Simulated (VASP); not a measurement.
SnSe, 2 atoms in the cell. Symmetry: I4mm, No. 107, tetragonal system. The conventional cell has a = 4.167 Å, b = 4.167 Å, c = 5.893 Å, α = 90.00°, β = 90.00°, γ = 90.00°. Within 3.6 Å of Sn (site symmetry 4mm) lie 6 Se at 2.72 to 3.17 Å. Se (site symmetry 4mm) has 6 Sn at 2.72 to 3.17 Å within 3.6 Å.  This cell differs from its parent crystal: all Se atoms moved +0.225 Å, as atom 2 towards its neighbour atom 1 (Sn) at 2.947 Å.

- Program: VASP 6.6.1
- Task: single point
- Functional: LDA
- Potentials or basis: VASP PAW LDA potentials, release 64 (Sn_d, Se)
- Cutoff: 520 eV
- k mesh: 8 × 8 × 8
- Occupations: gaussian, width 0.05 eV
- Spin: no spin polarisation
- Dipole correction: no
- Further INCAR settings: ALGO = Normal; EDIFF = 1e-06; NBANDS = 17

Potentials or basis: VASP PAW LDA potentials, release 64 (Sn_d, Se).

Run with:

```bash
$ cat potpaw_LDA.64/Sn_d/POTCAR potpaw_LDA.64/Se/POTCAR > POTCAR
$ mpirun -np 1 vasp_std > vasp.out
```

Hardware: 1 thread of Intel(R) Xeon(R) 6975P-C (Granite Rapids) (shared host).

Q: Estimate the wall time of this run.

A: Run time: 23 s on 1 thread of Intel(R) Xeon(R) 6975P-C (Granite Rapids) (shared host), peak memory 0.18 GiB. Counts: scf iterations 11, k points 59.
